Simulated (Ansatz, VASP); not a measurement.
# AlGa3N4 in VASP and in Ansatz

```
Al Ga N
1.0
     5.13892    0.00000    0.00002
     0.00000    3.16341    0.00000
    -0.00369    0.00000    5.47699
Al Ga N
1 3 4
Direct
  0.00058 0.50000 0.66730
  0.49917 0.50000 0.33506
  0.49925 0.00000 0.83146
  0.99986 0.00000 0.16619
  0.11150 0.50000 0.34590
  0.10941 0.00000 0.83123
  0.61232 0.00000 0.17150
  0.62383 0.50000 0.67257
```

Change from the starting cell: all N atoms moved +0.050 Å, as atom 5 towards its neighbour atom 8 (N) at 3.080 Å.

Alike in both runs: task single point; functional r2SCAN; k mesh 6 × 8 × 4; occupations gaussian, width 0.05 eV; no spin polarisation.

```csv
,VASP,Ansatz
version,VASP 6.6.1,Ansatz 0.2.0
potentials or method,"VASP PAW PBE potentials, release 64 (Al, Ga_d, N), cutoff 520 eV","scalar-relativistic, plane waves, PAW"
valence electrons in the cell,62,62
```

|  | VASP | Ansatz | Ansatz less VASP |
| --- | --- | --- | --- |
| gap on the k mesh at the Fermi level (eV) | 2.88 | 2.88 | -0.003 |
| least direct gap on the mesh (eV) | 2.88 | 2.88 | -0.003 |
| pressure (GPa) | 1.0 | 0.3 | -0.76 |
| traceless stress, the component that is largest in VASP (GPa) | -2.96 | -2.86 | +0.100 |
| rms of the force components (eV/Å) | 0.378 | 0.370 | -0.0076 |

VASP's potentials were made for PBE, not for r2SCAN. Atom by atom the forces differ by 0.030 eV/Å (rms over components).
